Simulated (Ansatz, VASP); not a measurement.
# Two plane-wave programs on Sn

Contents of INCAR:

```
PREC = Accurate
ENCUT = 520
EDIFF = 1E-6
ISMEAR = 0
SIGMA = 0.15
LREAL = False
LASPH = True
NELM = 80
ALGO = Fast
ISIF = 2
LWAVE = False
LCHARG = False
GGA = PS
IVDW = 12
NBANDS = 13
```

The input KPOINTS:

```
regular mesh
0
Gamma
  18 18 18
```

POSCAR

```
Sn
1.0
   -2.0462239647      2.0462239647      1.7430796737
    2.0462239647     -2.0462239647      1.7430796737
    2.0462239647      2.0462239647     -1.7430796737
Sn
1
Direct
    0.0000000000      0.0000000000      0.0000000000
```

Input for Ansatz:

```yaml
crystal:
  lattice:
    - [-2.0462239647, 2.0462239647, 1.7430796737]
    - [2.0462239647, -2.0462239647, 1.7430796737]
    - [2.0462239647, 2.0462239647, -1.7430796737]
  atoms:
    - { symbol: Sn, position: [0.0, 0.0, 0.0] }
basis:
  ecutwfc: 420
kpoints:
  mp_grid: { grid: [18, 18, 18] }
hamiltonian:
  xc: pbesol
  dispersion: d3bj
scf:
  occupations: { method: gaussian, width: 0.15 }
output:
  forces: true
  stress: true
  eigenvalues: true
```

Change from the starting cell: strain +0.080 along x and y, -0.080 along z, atoms carried along.

Alike in both runs: task single point; functional PBEsol; dispersion D3(BJ); k mesh 18 × 18 × 18; occupations gaussian, width 0.15 eV; no spin polarisation.

|  | VASP | Ansatz |
| --- | --- | --- |
| version | VASP 6.6.1 | Ansatz 0.2.0 |
| potentials or method | VASP PAW PBE potentials, release 64 (Sn_d), cutoff 520 eV | scalar-relativistic, plane waves, PAW |
| valence electrons in the cell | 14 | 14 |

Ansatz gave:

| Quantity | Value |
| --- | --- |
| gap on the k mesh at the Fermi level (eV) | none |
| pressure (GPa) | -6.6 |
| traceless stress, the component that is largest in VASP (GPa) | -0.19 |

What did VASP give for the same quantities?

gap on the k mesh at the Fermi level (eV): none; pressure (GPa): -6.5; traceless stress, the component that is largest in VASP (GPa): -0.20.

VASP's potentials were made for PBE, not for PBEsol. A gap of «none» marks a metal or a gap that the smearing closes.
